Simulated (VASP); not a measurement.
# Pb (Fm-3m) in VASP: a series of runs, part 2 of 2

VASP 6.6.1.

## 4. Relaxation of cell and atoms, RPBE+D3(BJ)

Input file INCAR:

```
ALGO     = Normal         # electronic algorithm
EDIFF    = 1E-6           # SCF threshold, eV
EDIFFG   = -0.01          # ionic threshold
ENCUT    = 600            # plane-wave cutoff, eV
GGA      = RP             # functional
IBRION   = 2              # ionic algorithm
ISIF     = 3              # what is computed and relaxed
ISMEAR   = -1             # smearing method
IVDW     = 12             # dispersion correction
LASPH    = True           # aspherical terms in the spheres
LCHARG   = False          # write CHGCAR
LREAL    = False          # projectors in reciprocal space
LWAVE    = False          # write WAVECAR
NELM     = 100            # most SCF steps
NSW      = 60             # ionic steps
PREC     = Accurate       # precision mode
SIGMA    = 0.05           # smearing width, eV
```

Input file KPOINTS:

```
k-points
0
Gamma
  9 9 9
```

Input file POSCAR:

```
Pb
1.0
    0.0000000000      2.4750200000      2.4750200000
    2.4750200000      0.0000000000      2.4750200000
    2.4750200000      2.4750200000      0.0000000000
Pb
1
Direct
    0.0000000000      0.0000000000      0.0000000000
```

Potentials or basis: VASP PAW PBE potentials, release 64 (Pb_d).

Run with:

```sh
> cat potpaw_PBE.64/Pb_d/POTCAR > POTCAR
> mpirun -np 1 vasp_std > vasp.out
```

OUTCAR:

```text
EDIFF = 1E-6
   EDIFFG = -0.01
   ENCUT = 600
   GGA = RP
   IBRION = 2
   ISIF = 3
   ISMEAR = -1
   IVDW = 12
   LASPH = True
   LREAL = False
   NELM = 100
   NSW = 60
   PREC = Accurate
 IVDW          = 12

 ion  position               nearest neighbor table
   1  0.000  0.000  0.000-

  LATTYP: Found a face centered cubic cell.
 ALAT       =     4.9500400000

  Lattice vectors:

 A1 = (   0.0000000000,   2.4750200000,   2.4750200000)
 A2 = (   2.4750200000,   0.0000000000,   2.4750200000)
 A3 = (   2.4750200000,   2.4750200000,   0.0000000000)

Analysis of symmetry for initial positions (statically):
[... 5 lines left out ...]
 face centered cubic supercell.

 Subroutine GETGRP returns: Found 48 space group operations
 (whereof 48 operations were pure point group operations)
 out of a pool of 48 trial point group operations.

The static configuration has the point symmetry O_h .
[... 170 lines left out ...]
      1      -9.7342      2.00000
      2      -9.7342      2.00000
      3      -9.7342      2.00000
      4      -9.5959      2.00000
      5      -9.5959      2.00000
      6      -4.3379      2.00000
      7      14.8536      0.00000
      8      14.8536      0.00000
      9      14.8536      0.00000
     10      17.1350      0.00000
     11      18.7108      0.00000
[... 555 lines left out ...]
--------------------------------------- Ionic step        7  -------------------------------------------

 number of electron      13.9999998 magnetization

 Free energy of the ion-electron system (eV)
  ---------------------------------------------------
  ext. energy  EPLUGINS =         0.00000000
  ---------------------------------------------------
  free energy    TOTEN  =        -2.47669722 eV

  energy without entropy =       -2.47312586  energy(sigma->0) =       -2.47491154

 E-fermi :  11.0134     XC(G=0): -11.5291

 val. band max:       11.0078916307   @ k =  -0.2222   0.2222   0.0000
 cond. band min:      11.6209087165   @ k =  -0.4444   0.3333   0.1111
 fundamental gap:      0.6130170858
 Fermi energy:        11.0134188479

 k-point     1 :       0.0000    0.0000    0.0000
  band No.  band energies     occupation
      1      -6.4817      2.00000
      2      -6.4817      2.00000
      3      -6.4817      2.00000
      4      -6.1658      2.00000
      5      -6.1658      2.00000
      6      -2.9887      2.00000
      7      20.7317      0.00000
      8      20.7904      0.00000
      9      20.7904      0.00000
     10      20.7904      0.00000
     11      25.8636      0.00000
[... 354 lines left out ...]
  FREE ENERGIE OF THE ION-ELECTRON SYSTEM (eV)
  ---------------------------------------------------
  free  energy   TOTEN  =        -6.1333712103 eV

  energy  without entropy=       -6.1297998518  energy(sigma->0) =       -6.13158553

 reached required accuracy - stopping structural energy minimisation
```

Wall time 32 s (1 thread of AMD EPYC 9R45 (Zen 5), shared host); peak memory 0.15 GiB.

What came out:

| Item | Value |
| --- | --- |
| Free energy | -6.1334 eV |
| Relaxed volume | 22.90 Å³/atom |
| Relaxed cell | a = 3.187 Å, b = 3.187 Å, c = 3.187 Å, α = 60.00°, β = 60.00°, γ = 60.00° |
| Space group after relaxing (to 0.05 Å) | Fm-3m (No. 225) |
| Energy gained by relaxing | 517.3 meV/atom |
| Ionic steps | 7 |
| Pressure after relaxing | 0.0 GPa |
| Band gap on the k mesh | zero (band 7 reaches 20.73 eV, above the bottom of band 8 at 8.86 eV) |
| Dispersion energy per atom | -3.657 eV |

Step by step:
| step | energy change (eV) | largest force (eV/Å) | pressure (GPa) | volume (Å³) |
| --- | --- | --- | --- | --- |
| 1 | 0.0000 | 0.0000 | -16.78 | 30.32 |
| 2 | -0.0053 | 0.0000 | 44.86 | 18.41 |
| 3 | -0.5160 | 0.0000 | -1.43 | 23.18 |
| 4 | -0.5172 | 0.0000 | -0.43 | 22.98 |
| 5 | -0.5172 | 0.0000 | 0.28 | 22.85 |
| 6 | -0.5172 | 0.0000 | -0.37 | 22.97 |
| 7 | -0.5173 | 0.0000 | 0.01 | 22.90 |

Final structure:
```yaml
crystal:
  lattice:
    - [0.00000, 2.25388, 2.25388]
    - [2.25388, 0.00000, 2.25388]
    - [2.25388, 2.25388, 0.00000]
  atoms:
    - { symbol: Pb, position: [0.00000, 0.00000, 0.00000] }
```

Levels at points of the mesh, in eV from the Fermi level:
| k point | band 3 | band 4 | band 5 | band 6 | band 7 | band 8 | band 9 | band 10 | band 11 |
| --- | --- | --- | --- | --- | --- | --- | --- | --- | --- |
| (0.00, 0.00, 0.00) | -17.50 | -17.18 | -17.18 | -14.00 | 9.72 | 9.78 | 9.78 | 9.78 | 14.85 |

Caveat: the volume moved by over 15 % at a fixed basis, so the end points are rough; the PAW data sets were made with another functional, which shifts forces and pressure a little; spin-orbit coupling is left out, which moves the levels of the heavy elements; the volume moved by -24 % from the deposited cell, more than functionals usually miss; pairwise dispersion overbinds metals, which lowers pressure and volume.

## 5. Single point, PBEsol+D4

This run uses another cell than the first one, of 32.14 Å³/atom, 1.060 times its volume.

Input file INCAR:

```
SYSTEM = Pb
ALGO = Normal
EDIFF = 1E-6
ENCUT = 520
GGA = PS
ISIF = 2
ISMEAR = -1
IVDW = 13
LASPH = .True.
LCHARG = .True.
LELF = .True.
LREAL = .False.
LVHAR = .True.
LWAVE = .False.
NBANDS = 13
NELM = 100
PREC = Accurate
SIGMA = 0.05
```

Input file KPOINTS:

```
k-points
0
Gamma
  9 9 9
  0 0 0
```

Input file POSCAR:

```
Pb
1.0
    0.0000000000      2.5235621278      2.5235621278
    2.5235621278      0.0000000000      2.5235621278
    2.5235621278      2.5235621278      0.0000000000
Pb
1
Direct
    0.0000000000      0.0000000000      0.0000000000
```

Run with:

```sh
> cat potpaw_PBE.64/Pb_d/POTCAR > POTCAR
> mpirun -np 1 vasp_std > vasp.out
```

It took 9 s on 1 thread of Intel Xeon Platinum 8488C (Sapphire Rapids), shared host; peak memory 0.16 GiB.

The run converged. Its results:

* Free energy: -4.2356 eV
* Pressure: -4.1 GPa
* Band gap on the k mesh: zero (band 7 reaches 13.43 eV, above the bottom of band 8 at 5.03 eV)
* Dispersion energy per atom: -0.239 eV

Levels at points of the mesh, in eV from the Fermi level:
```csv
k point,band 4,band 5,band 6,band 7,band 8,band 9,band 10,band 11
"(0.00, 0.00, 0.00)",-16.70,-16.70,-11.25,7.09,7.09,7.09,9.86,10.71
```

Caveat: the PAW data sets were made with another functional, which shifts forces and pressure a little; spin-orbit coupling is left out, which moves the levels of the heavy elements; pairwise dispersion overbinds metals, which lowers pressure and volume.

## 6. Single point, RPBE+D3(BJ)

This run uses another cell than the first one, of 32.14 Å³/atom, 1.060 times its volume.

Input file INCAR:

```
PREC = Accurate
ENCUT = 520
EDIFF = 1E-6
ISMEAR = -1
SIGMA = 0.05
LREAL = False
LASPH = True
NELM = 60
ALGO = Normal
ISIF = 2
LWAVE = False
LCHARG = False
GGA = RP
IVDW = 12
NBANDS = 13
```

Input file KPOINTS:

```
regular mesh
0
Gamma
  9 9 9
```

POSCAR is that of step 5.

Potentials or basis: VASP PAW PBE potentials, release 64 (Pb_d).

Run with:

```sh
> cat potpaw_PBE.64/Pb_d/POTCAR > POTCAR
> mpirun -np 1 vasp_std > vasp.out
```

Run time: 13 s. Hardware: 1 thread of Intel Xeon Platinum 8488C (Sapphire Rapids), shared host; peak memory 0.17 GiB.

It converged, with:

```yaml
Free_energy: -5.4217 eV
Pressure: -17.4 GPa
Band_gap_on_the_k_mesh: zero (band 7 reaches 13.77 eV, above the bottom of band 8 at 5.35 eV)
Dispersion_energy_per_atom: -2.229 eV
```

Levels at points of the mesh, in eV from the Fermi level:
| k point | band 5 | band 6 | band 7 | band 8 | band 9 | band 10 |
| --- | --- | --- | --- | --- | --- | --- |
| (0.00, 0.00, 0.00) | -16.87 | -11.24 | 7.11 | 7.11 | 7.11 | 9.81 |

Caveat: the PAW data sets were made with another functional, which shifts forces and pressure a little; spin-orbit coupling is left out, which moves the levels of the heavy elements; pairwise dispersion overbinds metals, which lowers pressure and volume.

## 7. Summary

```csv
task,level,cell,cutoff (eV),smearing,gap on the mesh (eV),pressure (GPa),relaxed volume (Å³/atom)
single point,PBE,"a = 3.500 Å, angles 60.0°, 1 atom",520,gaussian 0.025 eV,none,2.2,-
relaxation of cell and atoms,PBEsol+D4,"relaxed from a = 3.500 Å, angles 60.0°, 1 atom",600,fermi-dirac 0.05 eV,none,0.0,29.15
relaxation of cell and atoms,RPBE+D3(BJ),"relaxed from a = 3.500 Å, angles 60.0°, 1 atom",600,fermi-dirac 0.05 eV,none,0.0,22.90
single point,PBEsol+D4,"a = 3.569 Å, angles 60.0°, 1 atom",520,fermi-dirac 0.05 eV,none,-4.1,-
single point,RPBE+D3(BJ),"a = 3.569 Å, angles 60.0°, 1 atom",520,fermi-dirac 0.05 eV,none,-17.4,-
```

Alike in all rows: potentials or basis VASP PAW PBE potentials, release 64 (Pb_d); no spin polarisation; k mesh 9 × 9 × 9.

Caveats: spin-orbit coupling is left out, which moves the levels of the heavy elements; the PAW data sets were made with another functional, which shifts forces and pressure a little (some runs); pairwise dispersion overbinds metals, which lowers pressure and volume (some runs); the volume moved by over 15 % at a fixed basis, so the end points are rough (some runs); the volume moved by -24 % from the deposited cell, more than functionals usually miss (some runs).

Absolute energies hang on the potentials; compare differences alone.

## 8. How close it comes

Step 3. The cell as given is a measured one (30.32 Å³/atom); PBEsol+D4 puts the equilibrium volume -3.9 % from it, thermal expansion not counted.

Step 4. The cell as given is a measured one (30.32 Å³/atom); RPBE+D3(BJ) puts the equilibrium volume -24.5 % from it, thermal expansion not counted.
